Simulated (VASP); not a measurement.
Wanted: the native input for a VASP 6.6.1 run.

```
Task                   : single point
Functional             : r2SCAN
Potentials or basis    : VASP PAW PBE potentials, release 64 (C)
Cutoff                 : 520 eV
k mesh                 : 10 × 10 × 2
Occupations            : gaussian, width 0.05 eV
Spin                   : no spin polarisation
Dipole correction      : no
Further INCAR settings : LREAL = Auto; ALGO = Normal; EDIFF = 1e-07; NBANDS = 46
```

C:

```
C
1.0
    -2.50984    0.00000    0.00000
    -1.25492   -2.17358    0.00000
     0.00000    0.00000   16.26065
C
16
Direct
  0.00000 0.00000 0.68385
  0.00000 0.00000 0.17463
  0.00000 0.00000 0.93847
  0.00000 0.00000 0.42924
  0.00000 0.00000 0.84382
  0.00000 0.00000 0.33459
  0.00000 0.00000 0.07998
  0.00000 0.00000 0.58921
  0.33333 0.33333 0.71571
  0.33333 0.33333 0.20649
  0.66667 0.66667 0.97033
  0.66667 0.66667 0.46110
  0.33333 0.33333 0.81196
  0.33333 0.33333 0.30274
  0.66667 0.66667 0.04812
  0.66667 0.66667 0.55735
```

This cell differs from its parent crystal: the distance across one plane changed.

One way to write it, as run:

POSCAR

```
C
1.0
   -2.5098396889      0.0000000000      0.0000000000
   -1.2549198445     -2.1735849300      0.0000000000
    0.0000000000      0.0000000000     16.2606492275
C
16
Direct
    0.0000000000      0.0000000000      0.6838549290
    0.0000000000      0.0000000000      0.1746302050
    0.0000000000      1.0000000000      0.9384672909
    0.0000000000      1.0000000000      0.4292425670
    0.0000000000      0.0000000000      0.8438192428
    0.0000000000      0.0000000000      0.3345945189
    0.0000000000      1.0000000000      0.0799821569
    0.0000000000      1.0000000000      0.5892068808
    0.3333333333      0.3333333333      0.7157134196
    0.3333333333      0.3333333333      0.2064886957
    0.6666666667      0.6666666667      0.9703257816
    0.6666666667      0.6666666667      0.4611010577
    0.3333333333      0.3333333333      0.8119607522
    0.3333333333      0.3333333333      0.3027360282
    0.6666666667      0.6666666667      0.0481236663
    0.6666666667      0.6666666667      0.5573483902
```

INCAR.step1

```
SYSTEM = C
ALGO = Normal
EDIFF = 1E-4
ENCUT = 520
GGA = PE
ISMEAR = 0
LASPH = .TRUE.
LCHARG = .FALSE.
LREAL = Auto
LWAVE = .TRUE.
NBANDS = 46
NELM = 60
PREC = Accurate
SIGMA = 0.05
```

INCAR.step2

```
SYSTEM = C
ALGO = Normal
EDIFF = 1E-7
ENCUT = 520
ISIF = 2
ISMEAR = 0
ISTART = 1
LASPH = .TRUE.
LCHARG = .FALSE.
LMIXTAU = .TRUE.
LREAL = Auto
LWAVE = .FALSE.
METAGGA = R2SCAN
NBANDS = 46
NELM = 60
PREC = Accurate
SIGMA = 0.05
```

KPOINTS

```
k-points
0
G
  10 10 2
  0 0 0
```

Potentials or basis: VASP PAW PBE potentials, release 64 (C).

Command:

```console
$ cat potpaw_PBE.64/C/POTCAR > POTCAR
$ cp INCAR.step1 INCAR
$ mpirun -np 1 vasp_std > vasp.out
$ cp INCAR.step2 INCAR
$ mpirun -np 1 vasp_std > vasp.out
```

Results of the run:

```json
{
  "Pressure": "15.9 GPa",
  "Largest force": "13.526 eV/Å",
  "Band gap on the k mesh": "3.83 eV (least direct gap 4.68 eV)"
}
```

Caveat: the cell differs from its parent crystal (the distance across one plane changed); the cell stands under pressure; the PAW data sets were made with another functional, which shifts forces and pressure a little.

Run time: 18 min on 1 thread of Intel Xeon 8259CL (shared host), peak memory 0.26 GiB.
